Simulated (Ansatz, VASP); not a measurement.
# Ga in VASP and in Ansatz

```
CELL_PARAMETERS angstrom
2.90498 0.00000 0.00000
-1.45249 2.51578 0.00000
0.00000 0.00000 9.48616
ATOMIC_POSITIONS crystal
Ga 0.00000 0.00000 0.00000
Ga 0.00000 0.00000 0.50000
Ga 0.33333 0.66667 0.25000
Ga 0.66667 0.33333 0.75000
```

Alike in both runs: task single point; functional RPBE; k mesh 13 × 13 × 4; occupations fermi-dirac, width 0.1 eV; no spin polarisation.

|  | VASP | Ansatz |
| --- | --- | --- |
| version | VASP 6.6.1 | Ansatz 0.2.0 |
| potentials or method | VASP PAW PBE potentials, release 64 (Ga_d), cutoff 520 eV | plane waves (420 eV) with PAW, scalar-relativistic |
| valence electrons in the cell | 52 | 52 |

Ansatz gave:

```
pressure (GPa)                                                : 7.5
traceless stress, the component that is largest in VASP (GPa) : 0.07
```

Q: What did VASP give for the same quantities?

A: Pressure (GPa): 7.6; traceless stress, the component that is largest in VASP (GPa): 0.07.

VASP's potentials were made for PBE, not for RPBE. The functional is the same, so the differences come from potentials, cutoffs and numerics.
